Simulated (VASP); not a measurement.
Input of a VASP 6.6.1 run:

INCAR

```
SYSTEM = Cd
PREC     = Accurate       ! precision mode
ENCUT    = 520            ! plane-wave cutoff, eV
EDIFF    = 1E-7           ! SCF threshold, eV
ISMEAR   = 1              ! smearing method
SIGMA    = 0.1            ! smearing width, eV
LREAL    = .FALSE.        ! projectors in reciprocal space
LASPH    = .TRUE.         ! aspherical terms in the spheres
NELM     = 60             ! most SCF steps
ALGO     = Normal         ! electronic algorithm
ISIF     = 2              ! what is computed and relaxed
LWAVE    = .FALSE.        ! write WAVECAR
LCHARG   = .FALSE.        ! write CHGCAR
GGA      = PS             ! functional
NBANDS   = 19             ! bands
```

The input KPOINTS:

```
regular mesh
0
G
  11 11 5
  0 0 0
```

POSCAR

```
Cd
1.0
    2.9386100647      0.0000000000      0.0000000000
   -1.4693050324      2.5449108746      0.0000000000
    0.0000000000      0.0000000000      5.5417265037
Cd
2
Direct
    0.3333333333      0.6666666667      0.2500000000
    0.6666666667      0.3333333333      0.7500000000
```

Potentials or basis: VASP PAW PBE potentials, release 64 (Cd).

Run with:

```console
$ cat potpaw_PBE.64/Cd/POTCAR > POTCAR
$ mpirun -np 1 vasp_std > vasp.out
```

Question: What does it give for the pressure?

Answer: 1.4 GPa.

Question: Estimate the band gap on the k mesh.

Answer: Zero (band 12 reaches 4.76 eV, above the bottom of band 13 at 0.08 eV).

Stress tensor (GPa, compression positive):
```
 2.41  0.00  0.00
 0.00  2.41  0.00
 0.00  0.00 -0.51
```

Caveat: the PAW data sets were made with another functional, which shifts forces and pressure a little.
